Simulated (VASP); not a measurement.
Wanted: the native input for a VASP 6.6.1 run.

| Item | Value |
| --- | --- |
| Task | single point |
| Functional | LDA |
| Potentials or basis | VASP PAW LDA potentials, release 64 (Ta_pv, N) |
| Cutoff | 520 eV |
| k mesh | 12 × 12 × 10 |
| Occupations | fermi-dirac, width 0.02 eV |
| Spin | no spin polarisation |
| Dipole correction | no |
| Further INCAR settings | ALGO = Normal; EDIFF = 1e-06; NBANDS = 15 |

The structure of TaN lies in POSCAR:

```
TaN
1.0
    2.8780228691      0.0000000000      0.0000000000
   -1.4390114346      2.4924409174      0.0000000000
    0.0000000000      0.0000000000      2.8241467514
Ta N
1 1
Direct
    0.3333333333      0.6666666667      0.5000000000
    0.0000000000      0.0000000000      0.0000000000
```

This cell differs from its parent crystal: volume scaled by 0.94.

The input as run:

INCAR

```
SYSTEM = TaN
ALGO = Normal
EDIFF = 1E-6
ENCUT = 520
GGA = CA
ISIF = 2
ISMEAR = -1
LASPH = .TRUE.
LCHARG = .TRUE.
LELF = .TRUE.
LREAL = .FALSE.
LVHAR = .TRUE.
LWAVE = .FALSE.
NBANDS = 15
NELM = 60
PREC = Accurate
SIGMA = 0.02
```

KPOINTS

```
k-points
0
G
  12 12 10
  0 0 0
```

Potentials or basis: VASP PAW LDA potentials, release 64 (Ta_pv, N).

Launch:

```sh
$ cat potpaw_LDA.64/Ta_pv/POTCAR potpaw_LDA.64/N/POTCAR > POTCAR
$ mpirun -np 1 vasp_std > vasp.out
```

Results of the run:

* Pressure: 14.2 GPa
* Band gap on the k mesh: zero (band 8 reaches 9.18 eV, above the bottom of band 9 at 8.65 eV)

Caveat: spin-orbit coupling is left out, which moves the levels of the heavy elements.

Wall time 40 s on 1 thread of Intel Xeon 8259CL, on a shared host, peak memory 0.16 GiB.
